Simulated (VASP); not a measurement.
Set up this calculation in VASP 6.6.1, as the native input.

| Property | Result |
| --- | --- |
| Task | single point |
| Functional | PBE |
| Potentials or basis | VASP PAW PBE potentials, release 64 (Na_pv, F) |
| Cutoff | 520 eV |
| k mesh | 8 × 8 × 8 |
| Occupations | gaussian, width 0.05 eV |
| Spin | no spin polarisation |
| Dipole correction | no |
| Further INCAR settings | ALGO = Normal; EDIFF = 1e-06; NBANDS = 14 |

The structure of NaF lies in POSCAR:

```
NaF
1.0
    0.0000000000      2.3813825000      2.3813825000
    2.3813825000      0.0000000000      2.3813825000
    2.3813825000      2.3813825000      0.0000000000
Na F
1 1
Direct
    0.0000000000      0.0000000000      0.0000000000
    0.5000000000      0.5000000000      0.5000000000
```

This cell differs from its parent crystal: strain +0.025 along x and y, +0.025 along z.

One way to write it, as run:

INCAR

```
SYSTEM = NaF
PREC = Accurate ; ENCUT = 520
EDIFF = 1E-6 ; ISMEAR = 0
SIGMA = 0.05 ; LREAL = .False.
LASPH = .True. ; NELM = 60
ALGO = Normal ; ISIF = 2
LWAVE = .False. ; LCHARG = .False.
GGA = PE ; NBANDS = 14
```

KPOINTS

```
regular mesh
0
Gamma
  8 8 8
  0 0 0
```

Potentials or basis: VASP PAW PBE potentials, release 64 (Na_pv, F).

The run is started by

```sh
$ cat potpaw_PBE.64/Na_pv/POTCAR potpaw_PBE.64/F/POTCAR > POTCAR
$ mpirun -np 1 vasp_std > vasp.out
```

It gave:

```yaml
Pressure: -1.8 GPa
Band_gap_on_the_k_mesh: 5.88 eV, direct
```

Caveat: the cell differs from its parent crystal (strain +0.025 along x and y, +0.025 along z).

Run time: 9.5 s on 1 thread of Intel(R) Xeon(R) Platinum 8259CL CPU @ 2.50GHz (Skylake/Cascade Lake) (shared host), peak memory 0.15 GiB.
